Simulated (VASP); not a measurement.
Set up this calculation in VASP 6.6.1, as the native input.

```yaml
Task: relaxation of the atoms
Functional: PBE
Dispersion: D3(BJ)
Potentials_or_basis: VASP PAW PBE potentials, release 64 (Te, Mo_sv)
Cutoff: 450 eV
k_mesh: 8 × 4 × 1
Occupations: gaussian, width 0.05 eV
Spin: no spin polarisation
Dipole_correction: yes
Further_INCAR_settings: ALGO = Normal; EDIFF = 1e-07; NELMDL = -8; IBRION = 2; EDIFFG = -0.04; NSW = 60
```

The structure of Te2Mo lies in POSCAR:

```
Te2Mo
1.0
    3.4210267205      0.0000000000      0.0000000000
    0.0000000000      6.2914664856      0.0000000000
    0.0000000000      0.0000000000     24.1502570281
Te Mo
4 2
Direct
    0.2500000000      0.5029408041      0.4140742680
    0.7500000000      0.9947676414      0.4384039924
    0.2500000000      0.8556604816      0.5615960079
    0.7500000000      0.3474873128      0.5859257320
    0.7500000000      0.6058835616      0.4959710676
    0.2500000000      0.2445445585      0.5040289333
```

These files were run (other wordings do the same):

INCAR

```
SYSTEM = Te2Mo
PREC = Accurate
ENCUT = 450
EDIFF = 1E-7
ISMEAR = 0
SIGMA = 0.05
LREAL = .False.
LASPH = .True.
NELM = 120
ALGO = Normal
ISIF = 2
LWAVE = .False.
LCHARG = .False.
LDIPOL = .True.
IDIPOL = 3
DIPOL = 0.5 0.5 0.500
GGA = PE
IVDW = 12
IBRION = 2
NSW = 60
EDIFFG = -0.04
GGA_COMPAT = .False.
NELMIN = 4
NELMDL = -8
```

KPOINTS

```
Automatic mesh
0
Gamma
  8 4 1
  0 0 0
```

Potentials or basis: VASP PAW PBE potentials, release 64 (Te, Mo_sv).

Run with:

```bash
$ cat potpaw_PBE.64/Te/POTCAR potpaw_PBE.64/Mo_sv/POTCAR > POTCAR
$ mpirun -np 1 vasp_std > vasp.out
```

It gave:

The energy gained by relaxing is 0.3 meV/atom, the ionic steps are 4 and the largest force after relaxing is 0.033 eV/Å. The band gap on the k mesh is zero (bands 26 and 27 overlap by 0.28 eV) and the dispersion energy per atom is -0.398 eV.

Caveat: spin-orbit coupling is left out, which moves the levels of the heavy elements.

Run time: 16 min on 1 thread of Oxide Virtual Turin-like Processor, with other jobs on the host, peak memory 0.56 GiB.
